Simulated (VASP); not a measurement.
# AgBr (Fm-3m) in VASP: notebook, part 2 of 2

VASP 6.6.1. The steps go on from the part before.

### Step 4. Single point, r2SCAN (25.65 Å³/atom)

This run uses another cell than the first one, of 25.65 Å³/atom.

POSCAR

```
AgBr
1.0
    0.0000000000      2.9492945664      2.9492945664
    2.9492945664      0.0000000000      2.9492945664
    2.9492945664      2.9492945664      0.0000000000
Ag Br
1 1
Direct
    0.0000000000      0.0000000000      0.0000000000
    0.5000000000      0.5000000000      0.5000000000
```

INCAR.step1

```
SYSTEM = AgBr
ALGO = Normal
EDIFF = 1E-5
ENCUT = 550
GGA = PE
GGA_COMPAT = .FALSE.
ISMEAR = 0
LASPH = .TRUE.
LCHARG = .FALSE.
LREAL = .FALSE.
LWAVE = .TRUE.
NBANDS = 16
NELM = 120
PREC = Accurate
SIGMA = 0.02
```

INCAR.step2

```
SYSTEM = AgBr
ALGO = Normal
EDIFF = 1E-6
ENCUT = 550
GGA_COMPAT = .FALSE.
ISIF = 2
ISMEAR = 0
ISTART = 1
LASPH = .TRUE.
LCHARG = .FALSE.
LMIXTAU = .TRUE.
LREAL = .FALSE.
LWAVE = .FALSE.
METAGGA = R2SCAN
NBANDS = 16
NELM = 120
PREC = Accurate
SIGMA = 0.02
```

KPOINTS

```
k-points
0
G
  8 8 8
  0 0 0
```

Run with:

```
> cat potpaw_PBE.64/Ag/POTCAR potpaw_PBE.64/Br/POTCAR > POTCAR
> cp INCAR.step1 INCAR
> mpirun -np 1 vasp_std > vasp.out
> cp INCAR.step2 INCAR
> mpirun -np 1 vasp_std > vasp.out
```

Run time: 74 s. Hardware: 1 thread of Intel Xeon Platinum 8259CL at 2.50GHz (Skylake/Cascade Lake), shared host; peak memory 0.2 GiB.

Results (log left out):

```
Free energy            : -35.4923 eV
Pressure               : -2.3 GPa
Band gap on the k mesh : 1.26 eV (least direct gap 2.99 eV)
```

Levels at points of the mesh, in eV from the valence-band top:
```
           k point  band 6  band 7  band 8  band 9  band 10  band 11  band 12  band 13
(0.00, 0.00, 0.00)   -2.45   -1.73   -1.73   -1.73     1.26    10.43    10.43    10.43
(0.50, 0.00, 0.00)   -2.21   -1.90    0.00    0.00     4.45     6.74     7.52     7.52
(0.50, 0.50, 0.00)   -2.32   -2.13   -2.13   -2.05     2.31     7.54     9.36    11.47
```

Caveat: the PAW data sets were made with another functional, which shifts forces and pressure a little. r2SCAN opens gaps a little over a GGA but as a rule still falls short of measured ones.

### Step 5. Relaxation of cell and atoms, r2SCAN

This run uses another cell than the first one, of 23.64 Å³/atom.

POSCAR

```
AgBr
1.0
    0.0000000000      2.8701500000      2.8701500000
    2.8701500000      0.0000000000      2.8701500000
    2.8701500000      2.8701500000      0.0000000000
Ag Br
1 1
Direct
    0.0000000000      0.0000000000      0.0000000000
    0.5000000000      0.5000000000      0.5000000000
```

INCAR.step1

```
PREC     = Accurate       # precision mode
ENCUT    = 550            # plane-wave cutoff, eV
ISMEAR   = 0              # smearing method
SIGMA    = 0.02           # smearing width, eV
LREAL    = F              # projectors in reciprocal space
LASPH    = T              # aspherical terms in the spheres
NELM     = 120            # most SCF steps
GGA      = PE             # functional
ALGO     = Normal         # electronic algorithm
EDIFF    = 1E-5           # SCF threshold, eV
LWAVE    = T              # write WAVECAR
LCHARG   = F              # write CHGCAR
GGA_COMPAT= F            
IBRION   = 2              # ionic algorithm
ISIF     = 3              # what is computed and relaxed
EDIFFG   = -0.005         # ionic threshold
NELMIN   = 4            
NSW      = 100            # ionic steps
```

INCAR.step2

```
PREC     = Accurate       # precision mode
ENCUT    = 550            # plane-wave cutoff, eV
EDIFF    = 1E-7           # SCF threshold, eV
ISMEAR   = 0              # smearing method
SIGMA    = 0.02           # smearing width, eV
LREAL    = F              # projectors in reciprocal space
LASPH    = T              # aspherical terms in the spheres
NELM     = 120            # most SCF steps
ALGO     = Normal         # electronic algorithm
ISIF     = 3              # what is computed and relaxed
LWAVE    = F              # write WAVECAR
LCHARG   = F              # write CHGCAR
METAGGA  = R2SCAN         # meta-GGA
LMIXTAU  = T            
IBRION   = 2              # ionic algorithm
NSW      = 100            # ionic steps
EDIFFG   = -0.005         # ionic threshold
ISTART   = 1            
GGA_COMPAT= F            
NELMIN   = 4
```

KPOINTS

```
Automatic mesh
0
Gamma
  8 8 8
```

Run with:

```
> cat potpaw_PBE.64/Ag/POTCAR potpaw_PBE.64/Br/POTCAR > POTCAR
> cp INCAR.step1 INCAR
> mpirun -np 1 vasp_std > vasp.out
> cp INCAR.step2 INCAR
> mpirun -np 1 vasp_std > vasp.out
```

It took 2.9 min on 1 thread of Intel Xeon Platinum 8259CL at 2.50GHz (Skylake/Cascade Lake), shared host; peak memory 0.21 GiB.

Results (log left out):

* Free energy: -35.5140 eV
* Relaxed volume: 24.19 Å³/atom
* Relaxed cell: a = 4.090 Å, b = 4.090 Å, c = 4.090 Å, α = 60.00°, β = 60.00°, γ = 60.00°
* Space group after relaxing (to 0.1 Å): Fm-3m (No. 225)
* Energy gained by relaxing: 1.7 meV/atom
* Ionic steps: 2
* Pressure after relaxing: 0.0 GPa
* Band gap on the k mesh: 1.25 eV (least direct gap 3.19 eV)

The path:
```
step  energy change (eV)  largest force (eV/Å)  pressure (GPa)  volume (Å³)
   1              0.0000                0.0000            1.07        47.29
   2             -0.0034                0.0000           -0.03        48.38
```

Final structure:
```xyz
2
Lattice="0.0000 2.8920 2.8920 2.8920 0.0000 2.8920 2.8920 2.8920 0.0000" Properties=species:S:1:pos:R:3 pbc="T T T"
Ag    2.8920    2.8920    0.0000
Br    2.8920    2.8920    2.8920
```

Levels at points of the mesh, in eV from the valence-band top:
| k point | band 5 | band 6 | band 7 | band 8 | band 9 | band 10 | band 11 | band 12 | band 13 |
| --- | --- | --- | --- | --- | --- | --- | --- | --- | --- |
| (0.00, 0.00, 0.00) | -2.68 | -2.68 | -1.95 | -1.95 | -1.95 | 1.25 | 10.42 | 10.42 | 10.42 |
| (0.50, 0.00, 0.00) | -2.40 | -2.40 | -2.06 | 0.00 | 0.00 | 4.30 | 7.09 | 7.41 | 7.41 |
| (0.50, 0.50, 0.00) | -2.81 | -2.53 | -2.30 | -2.30 | -2.19 | 2.19 | 7.45 | 9.62 | 11.77 |

Caveat: the PAW data sets were made with another functional, which shifts forces and pressure a little. Zero-point motion and thermal expansion aren't in these numbers.

### Step 6. Summary

| task | cell | gap on the mesh (eV) | pressure (GPa) |
| --- | --- | --- | --- |
| single point | a = 4.091 Å, angles 60.0°, 2 atoms | 1.25 | -0.1 |
| single point | a = 4.131 Å, angles 60.0°, 2 atoms | 1.25 | -1.3 |
| single point | a = 4.171 Å, angles 60.0°, 2 atoms | 1.26 | -2.3 |
| relaxation of cell and atoms | relaxed from a = 4.059 Å, angles 60.0°, 2 atoms | 1.25 | 0.0 |

Alike in all rows: level r2SCAN; potentials or basis VASP PAW PBE potentials, release 64 (Ag, Br); no spin polarisation; k mesh 8 × 8 × 8; cutoff (eV) 550; smearing gaussian 0.02 eV.

Caveats: the PAW data sets were made with another functional, which shifts forces and pressure a little.

Total energies depend on the potentials used, so only differences within one code and one set of settings carry meaning.
